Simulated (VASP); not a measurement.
KRu: single point with PBE

Crystal: KRu.

```
CELL_PARAMETERS angstrom
3.74672 0.00000 0.00000
0.00000 3.74672 0.00000
0.00000 0.00000 3.74672
ATOMIC_POSITIONS crystal
K 0.50000 0.50000 0.50000
Ru 0.00000 0.00000 0.00000
```

```json
{
 "Program": "VASP 6.6.1",
 "Task": "single point",
 "Functional": "PBE",
 "Potentials or basis": "VASP PAW PBE potentials, release 64 (K_sv, Ru_pv)",
 "Cutoff": "520 eV",
 "k mesh": "14 × 14 × 14",
 "Occupations": "gaussian, width 0.1 eV",
 "Spin": "collinear spin, ferromagnetic start",
 "Starting moments": "[0.0, 2.19] μB",
 "Dipole correction": "no",
 "Further INCAR settings": "ALGO = Normal; EDIFF = 1e-06; NBANDS = 22"
}
```

The pressure is 0.1 GPa, the net moment is 2.05 μB per cell and the site moments are K -0.00; Ru +1.92 μB. The valence electrons inside the program's atomic spheres are K 7.62; Ru 12.35.

Levels at points of the mesh, in eV from the Fermi level:
Spin up:
```tsv
k point	band 9	band 10	band 11	band 12	band 13	band 14	band 15	band 16
(0.00, 0.00, 0.00)	-2.13	-2.13	-1.09	-1.09	-1.09	5.71	5.71	7.79
(0.50, 0.00, 0.00)	-1.86	-1.30	-1.30	-1.01	0.14	0.57	5.05	5.84
(0.50, 0.50, 0.00)	-2.12	-1.51	-1.51	-0.43	1.22	2.70	2.70	5.77
(0.50, 0.50, 0.50)	-1.67	-1.67	-0.40	-0.40	2.05	2.05	2.05	4.19
```
Spin down:
| k point | band 6 | band 7 | band 8 | band 9 | band 10 | band 11 | band 12 | band 13 | band 14 | band 15 |
| --- | --- | --- | --- | --- | --- | --- | --- | --- | --- | --- |
| (0.00, 0.00, 0.00) | -13.21 | -13.21 | -3.23 | -1.27 | -1.27 | 0.42 | 0.42 | 0.42 | 5.80 | 5.80 |
| (0.50, 0.00, 0.00) | -13.19 | -13.19 | -1.25 | -0.90 | 0.16 | 0.16 | 0.25 | 0.54 | 1.50 | 4.94 |
| (0.50, 0.50, 0.00) | -13.52 | -13.15 | -1.38 | -0.98 | -0.10 | -0.10 | 0.74 | 2.04 | 2.88 | 2.88 |
| (0.50, 0.50, 0.50) | -13.49 | -13.49 | -0.34 | -0.34 | -0.34 | 0.77 | 0.77 | 2.23 | 2.23 | 2.23 |

Wall time 100 s on 1 thread of Intel(R) Xeon(R) 6975P-C (Granite Rapids), with other jobs on the host, peak memory 0.32 GiB.
